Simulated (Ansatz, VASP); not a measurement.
**V: VASP beside Ansatz**

The input INCAR:

```
SYSTEM = V
PREC = Accurate ; ENCUT = 600
EDIFF = 1E-7 ; ISMEAR = 0
SIGMA = 0.05 ; LREAL = .False.
LASPH = .True. ; NELM = 60
ALGO = Normal ; ISIF = 3
LWAVE = .False. ; LCHARG = .False.
GGA = PE ; IBRION = 2
NSW = 50 ; EDIFFG = -0.01
```

Contents of KPOINTS:

```
regular mesh
0
Gamma
  20 20 20
  0 0 0
```

The input POSCAR:

```
V
1.0
   -1.4983851310      1.4983851310      1.4983851310
    1.4983851310     -1.4983851310      1.4983851310
    1.4983851310      1.4983851310     -1.4983851310
V
1
Direct
    0.0000000000      0.0000000000      0.0000000000
```

Input for Ansatz:

```yaml
crystal:
  lattice:
    - [-1.498385131, 1.498385131, 1.498385131]
    - [1.498385131, -1.498385131, 1.498385131]
    - [1.498385131, 1.498385131, -1.498385131]
  atoms:
    - { symbol: V, position: [0.0, 0.0, 0.0] }
basis:
  ecutwfc: 420
  ecutrho_ratio: 4
kpoints:
  mp_grid: { grid: [20, 20, 20] }
hamiltonian:
  xc: pbe
scf:
  occupations: { method: gaussian, width: 0.05 }
output:
  forces: true
  stress: true
  eigenvalues: true
relax:
  f_tol: 0.01
  max_steps: 30
  cell: { stress_tol: 0.05 }
```

Alike in both runs: task relaxation of cell and atoms; functional PBE; k mesh 20 × 20 × 20; occupations gaussian, width 0.05 eV; no spin polarisation.

```csv
,VASP,Ansatz
version,VASP 6.6.1,Ansatz 0.2.0
potentials or method,"VASP PAW PBE potentials, release 64 (V_sv), cutoff 600 eV","scalar-relativistic, plane waves, PAW"
valence electrons in the cell,13,13
```

```tsv
	VASP	Ansatz	Ansatz less VASP
gap on the k mesh at the Fermi level, each at its own relaxed structure (eV)	none	none	-
relaxed volume (Å³/atom)	13.47	13.46	-0.013
relaxed length of the cell vector where the two differ most in proportion (Å)	2.596	2.595	-0.0008
```

A gap of «none» marks a metal or a gap that the smearing closes.
